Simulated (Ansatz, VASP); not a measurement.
Two plane-wave programs on KF

```
CELL_PARAMETERS angstrom
0.00000 2.65896 2.65896
2.65896 0.00000 2.65896
2.65896 2.65896 0.00000
ATOMIC_POSITIONS crystal
K 0.00000 0.00000 0.00000
F 0.50000 0.50000 0.50000
```

Alike in both runs: task single point; functional PBE; k mesh 6 × 6 × 6; occupations methfessel-paxton of order 1, width 0.5 eV; no spin polarisation.

|  | VASP | Ansatz |
| --- | --- | --- |
| version | VASP 6.6.1 | Ansatz 0.2.0 |
| potentials or method | VASP PAW PBE potentials, release 64 (K_sv, F) | plane waves |
| plane-wave cutoff (eV) | 600 | 420 |
| valence electrons in the cell | 16 | 16 |

|  | VASP | Ansatz | Ansatz less VASP |
| --- | --- | --- | --- |
| gap on the k mesh at the Fermi level (eV) | 6.25 | 6.26 | +0.004 |
| pressure (GPa) | 1.7 | 1.9 | +0.21 |

The functional is the same, so the differences come from potentials, cutoffs and numerics.
